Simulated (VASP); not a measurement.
# In (P3m1) in VASP: single point with LDA

Aim: the single point of In with LDA.

All numbers are computed with VASP 6.6.1; they aren't measurements. Logs are shortened: lines on timing, memory, paths and dates and some standing lists are left out, and cuts for length are marked.

## (1) The cell of the first run

Symmetry: P3m1, No. 156, trigonal system. Conventional cell: a = 3.364 Å, b = 3.364 Å, c = 10.800 Å, α = 90.00°, β = 90.00°, γ = 120.00°. In (site symmetry 3m) has 12 In at 3.25 to 3.41 Å within 4.3 Å. Within 4.4 Å of In (site symmetry 3m) lie 12 In at 3.33 to 3.41 Å. In (site symmetry 3m) has 12 In at 3.33 to 3.36 Å within 4.4 Å. Within 4.3 Å of In (site symmetry 3m) lie 12 In at 3.25 to 3.36 Å.

## (2) Single point, LDA

The input, INCAR:

```
SYSTEM = In
PREC = Accurate
ENCUT = 520
EDIFF = 1E-6
ISMEAR = -1
SIGMA = 0.05
LREAL = .False.
LASPH = .True.
NELM = 60
ALGO = Normal
ISIF = 2
LWAVE = .False.
LCHARG = .True.
GGA = CA
LELF = .True.
LVHAR = .True.
NBANDS = 34
```

The input, KPOINTS:

```
regular mesh
0
Gamma
  14 14 4
  0 0 0
```

The input, POSCAR:

```
In
1.0
    3.3638438630      0.0000000000      0.0000000000
   -1.6819219315      2.9131742397      0.0000000000
    0.0000000000      0.0000000000     10.7997083600
In
4
Direct
    0.6666666667      0.3333333333      0.7592595093
    0.0000000000      0.0000000000      0.5000000000
    0.3333333333      0.6666666667      0.2500000000
    0.0000000000      0.0000000000      0.0000000000
```

Potentials or basis: VASP PAW LDA potentials, release 64 (In_d).

Command:

```console
$ cat potpaw_LDA.64/In_d/POTCAR > POTCAR
$ mpirun -np 1 vasp_std > vasp.out
```

OUTCAR:

```text
SYSTEM = In
   PREC = Accurate
   ENCUT = 520
   EDIFF = 1E-6
   ISMEAR = -1
   LREAL = .False.
   LASPH = .True.
   NELM = 60
   ISIF = 2
   GGA = CA

 ion  position               nearest neighbor table
   1  0.667  0.333  0.759-   4 3.25   4 3.25   4 3.25   2 3.41   2 3.41   2 3.41
   2  0.000  0.000  0.500-   3 3.33   3 3.33   3 3.33   1 3.41   1 3.41   1 3.41
   3  0.333  0.667  0.250-   2 3.33   4 3.33   2 3.33   4 3.33   2 3.33   4 3.33
   4  0.000  0.000  0.000-   1 3.25   1 3.25   1 3.25   3 3.33   3 3.33   3 3.33

  LATTYP: Found a hexagonal cell.
 ALAT       =     3.3638438630
 C/A-ratio  =     3.2105260529

  Lattice vectors:

 A1 = (   3.3638438630,   0.0000000000,   0.0000000000)
 A2 = (  -1.6819219315,   2.9131742397,   0.0000000000)
 A3 = (   0.0000000000,   0.0000000000,  10.7997083600)

Analysis of symmetry for initial positions (statically):
=====================================================================
 Subroutine PRICEL returns:
 Original cell was already a primitive cell.

 Routine SETGRP: Setting up the symmetry group for a
 hexagonal supercell.

 Subroutine GETGRP returns: Found  6 space group operations
 (whereof  6 operations were pure point group operations)
 out of a pool of 24 trial point group operations.

The static configuration has the point symmetry C_3v.

Analysis of symmetry for dynamics (positions and initial velocities):
=====================================================================
 Subroutine PRICEL returns:
 Original cell was already a primitive cell.

 Routine SETGRP: Setting up the symmetry group for a
 hexagonal supercell.

 Subroutine GETGRP returns: Found  6 space group operations
 (whereof  6 operations were pure point group operations)
 out of a pool of 24 trial point group operations.

The dynamic configuration has the point symmetry C_3v.

 Subroutine INISYM returns: Found  6 space group operations
 (whereof  6 operations are pure point group operations),
 and found     1 'primitive' translations

----------------------------------------------------------------------------------------

                                     Primitive cell

  volume of cell :     105.8313

  direct lattice vectors                    reciprocal lattice vectors
     3.363843863  0.000000000  0.000000000     0.297278958  0.171634087  0.000000000
    -1.681921932  2.913174240  0.000000000     0.000000000  0.343268173  0.000000000
     0.000000000  0.000000000 10.799708360     0.000000000  0.000000000  0.092595093

  length of vectors
     3.363843863  3.363843863 10.799708360     0.343268173  0.343268173  0.092595093

  position of ions in fractional coordinates (direct lattice)
     0.666666667  0.333333333  0.759259509
     0.000000000  0.000000000  0.500000000
     0.333333333  0.666666667  0.250000000
     0.000000000  0.000000000  0.000000000

  ion indices of the primitive-cell ions
   primitive index   ion index
                 1           1
                 2           2
                 3           3
                 4           4

----------------------------------------------------------------------------------------

 KPOINTS: regular mesh

Automatic generation of k-mesh.
 Grid dimensions read from file:
 generate k-points for:   14   14    4

 Generating k-lattice:

  Cartesian coordinates                     Fractional coordinates (reciprocal lattice)
     0.021234211  0.012259578  0.000000000     0.071428571  0.000000000  0.000000000
     0.000000000  0.024519155  0.000000000     0.000000000  0.071428571  0.000000000
     0.000000000  0.000000000  0.023148773     0.000000000  0.000000000  0.250000000

  Length of vectors
     0.024519155  0.024519155  0.023148773

  Shift w.r.t. Gamma in fractional coordinates (k-lattice)
     0.000000000  0.000000000  0.000000000

 Subroutine IBZKPT returns following result:
 ===========================================

 Found     88 irreducible k-points:

 Following reciprocal coordinates:
            Coordinates               Weight
  0.000000  0.000000  0.000000      1.000000
  0.071429  0.000000  0.000000      6.000000
  0.142857  0.000000  0.000000      6.000000
  0.214286  0.000000  0.000000      6.000000
  0.285714  0.000000  0.000000      6.000000
  0.357143  0.000000  0.000000      6.000000
[... 16 lines left out ...]
  0.285714  0.285714  0.000000      6.000000
  0.357143  0.285714  0.000000      6.000000
 [... further k-points ...]
   k-points           NKPTS =     88   k-points in BZ     NKDIM =     88   number of bands    NBANDS=     34
   number of dos      NEDOS =    301   number of ions     NIONS =      4
   total plane-waves  NPLWV =  62720
   dimension x,y,z NGX =    28 NGY =   28 NGZ =   80
   dimension x,y,z NGXF=    56 NGYF=   56 NGZF=  160
   ions per type =               4
   NGX,Y,Z   is equivalent  to a cutoff of  13.84, 13.84, 12.31 a.u.
   NGXF,Y,Z  is equivalent  to a cutoff of  27.68, 27.68, 24.63 a.u.
 SYSTEM =  In
   PREC   = accura    normal or accurate (medium, high low for compatibility)
   ISTART =      0    job   : 0-new  1-cont  2-samecut
   ICHARG =      2    charge: 1-file 2-atom 10-const
   ISPIN  =      1    spin polarized calculation?
   LNONCOLLINEAR =      F non collinear calculations
   LSORBIT =      F    spin-orbit coupling
   LASPH  =      T    aspherical Exc in radial PAW
   ENCUT  =  520.0 eV  38.22 Ry    6.18 a.u.   6.25  6.25 20.08*2*pi/ulx,y,z
   NELM   =     60;   NELMIN=  2; NELMDL= -5     # of ELM steps
   EDIFF  = 0.1E-05   stopping-criterion for ELM
   LREAL  =      F    real-space projection
[... 7 lines left out ...]
   TEBEG  =    0.0;   TEEND  =   0.0 temperature during run
   PSTRESS=    0.0 pullay stress
   NELECT =      52.0000    total number of electrons
   NUPDOWN=      -1.0000    fix difference up-down
   EMIN   =  10.00;   EMAX   =-10.00  energy-range for DOS
   EFERMI =   0.00;   METHOD = LEGACY
   ISMEAR =    -1;   SIGMA  =   0.05  broadening in eV -4-tet -1-fermi 0-gaus
   EFERMI_NEDOS =   21; number of points for ismear=-14 and -15
   IALGO  =     38    algorithm
   IMIX   =      4    mixing-type and parameters
     AMIX     =   0.40;   BMIX     =  1.00
     AMIX_MAG =   1.60;   BMIX_MAG =  1.00
  volume/ion in A,a.u.               =      26.46       178.55
  Fermi-wavevector in a.u.,A,eV,Ry     =   1.291827  2.441200 22.705649  1.668818
  Thomas-Fermi vector in A             =   2.423573
   LORBIT       =      0    0 simple, 1 ext, 2 COOP (PROOUT), +10 PAW based schemes
   GGA     = CA    functional components
   LHFCALC =     F    Hartree Fock is set to
   AEXX    =    0.0000 exact exchange contribution
   IVDW    =     0    specifies the selected vdW correction
   LEPSILON=     F    determine dielectric tensor
   LRPA    =     F    only Hartree local field effects (RPA)
 non-spin polarized calculation
  energy-cutoff  :      520.00
  volume of cell :      105.83
 maximum number of plane-waves:      2896
 NGX is ok and might be reduce to    28
   NGX = 13   NGY = 13   NGZ = 41

 number of electron      52.0000000 magnetization

 Free energy of the ion-electron system (eV)
  ---------------------------------------------------
  ext. energy  EPLUGINS =         0.00000000
  ---------------------------------------------------
  free energy    TOTEN  =       -12.77638508 eV

  energy without entropy =      -12.76207671  energy(sigma->0) =      -12.76923089

 E-fermi :   7.0698     XC(G=0): -10.4723

 val. band max:        7.0600131571   @ k =   0.1429   0.0000   0.5000
 cond. band min:       7.0764024938   @ k =   0.4286   0.0000   0.5000
 fundamental gap:      0.0163893367
 Fermi energy:         7.0697834919

 k-point     1 :       0.0000    0.0000    0.0000
  band No.  band energies     occupation
      1      -7.5202      2.00000
      2      -7.4728      2.00000
      3      -7.4599      2.00000
      4      -7.4599      2.00000
      5      -7.4520      2.00000
      6      -7.4416      2.00000
[... 26 lines left out ...]
     33      16.0902      0.00000
     34      17.1117      0.00000

 k-point     2 :       0.0714    0.0000    0.0000
  band No.  band energies     occupation
      1      -7.5137      2.00000
      2      -7.4774      2.00000
      3      -7.4624      2.00000
      4      -7.4501      2.00000
      5      -7.4499      2.00000
      6      -7.4429      2.00000
[... 26 lines left out ...]
     33      15.7769      0.00000
     34      16.4674      0.00000

 k-point     3 :       0.1429    0.0000    0.0000
  band No.  band energies     occupation
      1      -7.5174      2.00000
      2      -7.4885      2.00000
      3      -7.4720      2.00000
      4      -7.4506      2.00000
      5      -7.4321      2.00000
      6      -7.4283      2.00000
[... 26 lines left out ...]
     33      15.0559      0.00000
     34      15.4251      0.00000

 k-point     4 :       0.2143    0.0000    0.0000
  band No.  band energies     occupation
      1      -7.5488      2.00000
      2      -7.5060      2.00000
      3      -7.4913      2.00000
      4      -7.4552      2.00000
      5      -7.4336      2.00000
      6      -7.4174      2.00000
[... 26 lines left out ...]
     33      14.0491      0.00000
     34      14.2679      0.00000

 k-point     5 :       0.2857    0.0000    0.0000
  band No.  band energies     occupation
      1      -7.5862      2.00000
      2      -7.5310      2.00000
      3      -7.5132      2.00000
      4      -7.4832      2.00000
      5      -7.4564      2.00000
      6      -7.4268      2.00000
[... 621 lines left out ...]
 k-point    22 :       0.3571    0.2143    0.0000
  band No.  band energies     occupation
      1      -7.5653      2.00000
      2      -7.5330      2.00000
      3      -7.5084      2.00000
      4      -7.4849      2.00000
      5      -7.4559      2.00000
      6      -7.4299      2.00000
[... 26 lines left out ...]
     33      10.6538      0.00000
     34      11.6722      0.00000

 k-point    23 :       0.2857    0.2857    0.0000
  band No.  band energies     occupation
      1      -7.5405      2.00000
      2      -7.5331      2.00000
      3      -7.4980      2.00000
      4      -7.4809      2.00000
      5      -7.4403      2.00000
      6      -7.4214      2.00000
[... 26 lines left out ...]
     33      10.3726      0.00000
     34      11.4292      0.00000

 k-point    24 :       0.3571    0.2857    0.0000
  band No.  band energies     occupation
      1      -7.5415      2.00000
      2      -7.5215      2.00000
      3      -7.5014      2.00000
      4      -7.4881      2.00000
      5      -7.4475      2.00000
      6      -7.4200      2.00000
[... 26 lines left out ...]
     33      10.1711      0.00000
     34      10.7506      0.00000

 [... further k-points ...]

------------------------ aborting loop because EDIFF is reached ----------------------------------------

  FORCE on cell =-STRESS in cart. coord.  units (eV):
  Direction    XX          YY          ZZ          XY          YZ          ZX
  --------------------------------------------------------------------------------------
  -------------------------------------------------------------------------------------
  Total       -1.9422340     -1.9422340     -1.6310556      0.0000000      0.0000000      0.0000000
  in kB      -29.4034182    -29.4034182    -24.6924977      0.0000000      0.0000000      0.0000000
  external PRESSURE =     -27.8331114 kB  Pullay stress =       0.0000000 kB

 VOLUME and BASIS-vectors are now :
 -----------------------------------------------------------------------------
  energy-cutoff  :      520.00
  volume of cell :      105.83
      direct lattice vectors                 reciprocal lattice vectors
     3.363843863  0.000000000  0.000000000     0.297278958  0.171634087  0.000000000
    -1.681921932  2.913174240  0.000000000     0.000000000  0.343268173  0.000000000
     0.000000000  0.000000000 10.799708360     0.000000000  0.000000000  0.092595093

 POSITION                                       TOTAL-FORCE (eV/Angst)
 -----------------------------------------------------------------------------------
      1.68192      0.97106      8.19978        -0.000000      0.000000     -0.219520
      0.00000      0.00000      5.39985         0.000000     -0.000000      0.105030
     -0.00000      1.94212      2.69993        -0.000000     -0.000000     -0.026223
      0.00000      0.00000      0.00000         0.000000     -0.000000      0.140713
 -----------------------------------------------------------------------------------
    total drift:                                0.000000     -0.000000      0.000036

  FREE ENERGIE OF THE ION-ELECTRON SYSTEM (eV)
  ---------------------------------------------------
  free  energy   TOTEN  =       -12.7763850786 eV

  energy  without entropy=      -12.7620767114  energy(sigma->0) =      -12.76923089
```

Wall time 3.8 min (1 thread of Oxide Virtual Turin-like, shared host); peak memory 0.31 GiB.

What came out:

```yaml
Free_energy: -12.7764 eV
Pressure: -2.8 GPa
Largest_force: 0.220 eV/Å
Band_gap_on_the_k_mesh: zero (band 26 reaches 10.70 eV, above the bottom of band 27 at 5.89 eV)
```

Forces in eV/Å, atoms in the order of the input:
```
In   0.000  0.000 -0.220
In   0.000  0.000  0.105
In   0.000  0.000 -0.026
In   0.000  0.000  0.141
```

Caveat: spin-orbit coupling is left out, which moves the levels of the heavy elements.
